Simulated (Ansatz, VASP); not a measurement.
One calculation of Zr, two programs

```
Zr
1.0
     3.23200    0.00000    0.00000
    -1.61600    2.79899    0.00000
     0.00000    0.00000    5.14700
Zr
2
Direct
  0.66667 0.33333 0.75000
  0.33333 0.66667 0.25000
```

Alike in both runs: task single point; functional PBE; k mesh 9 × 9 × 5; occupations gaussian, width 0.022 eV; no spin polarisation.

|  | VASP | Ansatz |
| --- | --- | --- |
| version | VASP 6.6.1 | Ansatz 0.2.0 |
| potentials or method | VASP PAW PBE potentials, release 64 (Zr_sv), cutoff 520 eV | all-electron LAPW, scalar-relativistic |

|  | VASP | Ansatz | Ansatz less VASP |
| --- | --- | --- | --- |
| gap on the k mesh at the Fermi level (eV) | none | none | - |
| pressure (GPa) | 0.6 | 0.6 | -0.01 |
| traceless stress, the component that is largest in VASP (GPa) | 0.72 | 0.73 | +0.005 |

A gap of «none» marks a metal or a gap that the smearing closes. Ansatz ran all-electron here, and VASP with PAW potentials.
